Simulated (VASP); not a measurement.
A run of VASP 6.6.1 is set up as follows.

Contents of POSCAR:

```
Na
1.0
   -2.0888816270      2.0888816270      2.0888816270
    2.0888816270     -2.0888816270      2.0888816270
    2.0888816270      2.0888816270     -2.0888816270
Na
1
Direct
    0.0000000000      0.0000000000      0.0000000000
```

File INCAR.step1:

```
SYSTEM = Na
ALGO = Normal ; EDIFF = 1E-4
ENCUT = 520 ; GGA = PE
ISMEAR = -1 ; LASPH = .True.
LCHARG = .False. ; LREAL = .False.
LWAVE = .True. ; NBANDS = 10
NELM = 100 ; PREC = Accurate
SIGMA = 0.03
```

Contents of INCAR.step2:

```
SYSTEM = Na
ALGO = Normal ; EDIFF = 1E-8
ENCUT = 520 ; ISIF = 2
ISMEAR = -1 ; ISTART = 1
LASPH = .True. ; LCHARG = .False.
LEFG = .True. ; LMIXTAU = .True.
LREAL = .False. ; LWAVE = .False.
METAGGA = R2SCAN ; NBANDS = 10
NELM = 100 ; PREC = Accurate
SIGMA = 0.03
```

File KPOINTS:

```
k-points
0
Gamma
  11 11 11
  0 0 0
```

Potentials or basis: VASP PAW PBE potentials, release 64 (Na_pv).

Launch:

```bash
$ cat potpaw_PBE.64/Na_pv/POTCAR > POTCAR
$ cp INCAR.step1 INCAR
$ mpirun -np 1 vasp_std > vasp.out
$ cp INCAR.step2 INCAR
$ mpirun -np 1 vasp_std > vasp.out
```

(1) What does it give for the pressure?

## Answers

(1) 0.3 GPa.

Caveat: without QUAD_EFG the Cq values of the log hold for a quadrupole moment of 1 mb, not for the nuclei; the PAW data sets were made with another functional, which shifts forces and pressure a little.
